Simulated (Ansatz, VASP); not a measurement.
**YHgTe2 in VASP and in Ansatz**

File INCAR:

```
  PREC = Accurate
  ENCUT = 520
  EDIFF = 1E-6
  ISMEAR = 0
  SIGMA = 0.1
  LREAL = F
  LASPH = T
  NELM = 100
  ALGO = Normal
  ISIF = 2
  LWAVE = F
  LCHARG = F
  GGA = PE
  NBANDS = 26
```

Contents of KPOINTS:

```
Automatic mesh
0
Gamma
  4 4 4
```

Contents of POSCAR:

```
YHgTe2
1.0
    4.7666144300      0.0000000000      0.0000000000
    0.0000000000      4.7666144300      0.0000000000
    0.0000000000      0.0000000000      6.7157745600
Y Hg Te
1 1 2
Direct
    0.0000000000      0.0000000000      0.0000000000
    0.5000000000      0.5000000000      0.5000000000
    0.0000000000      0.5000000000      0.2333653700
    0.5000000000      0.0000000000      0.7666346300
```

Input for Ansatz:

```yaml
crystal:
  lattice:
    - [4.76661443, 0.0, 0.0]
    - [0.0, 4.76661443, 0.0]
    - [0.0, 0.0, 6.71577456]
  atoms:
    - { symbol: "Y", position: [0.0, 0.0, 0.0] }
    - { symbol: Hg, position: [0.5, 0.5, 0.5] }
    - { symbol: Te, position: [0.0, 0.5, 0.23336537] }
    - { symbol: Te, position: [0.5, 0.0, 0.76663463] }
basis:
  ecutwfc: 420
kpoints:
  mp_grid: { grid: [4, 4, 4] }
hamiltonian:
  xc: pbe
scf:
  occupations: { method: gaussian, width: 0.1 }
  lower_state_search: "off"
output:
  forces: true
  stress: true
  eigenvalues: true
```

Change from the starting cell: species swapped into the AlInSb2 type (P-4m2, No. 115).

Alike in both runs: task single point; functional PBE; k mesh 4 × 4 × 4; occupations gaussian, width 0.1 eV; no spin polarisation.

|  | VASP | Ansatz |
| --- | --- | --- |
| version | VASP 6.6.1 | Ansatz 0.2.0 |
| potentials or method | VASP PAW PBE potentials, release 64 (Y_sv, Hg, Te), cutoff 520 eV | scalar-relativistic, plane waves, PAW |
| valence electrons in the cell | 35 | 63 |

```tsv
	VASP	Ansatz	Ansatz less VASP
gap on the k mesh at the Fermi level (eV)	none	none	-
pressure (GPa)	3.9	3.9	+0.01
traceless stress, the component that is largest in VASP (GPa)	-0.17	-0.17	-0.003
rms of the force components (eV/Å)	0.236	0.241	+0.0050
```

Atom by atom the forces differ by 0.005 eV/Å (rms over components). A gap of «none» marks a metal or a gap that the smearing closes. VASP's potentials hold 35 valence electrons a cell and Ansatz's 63, so a difference there can come from the potentials and not from the codes.

Spin-orbit coupling is off throughout.
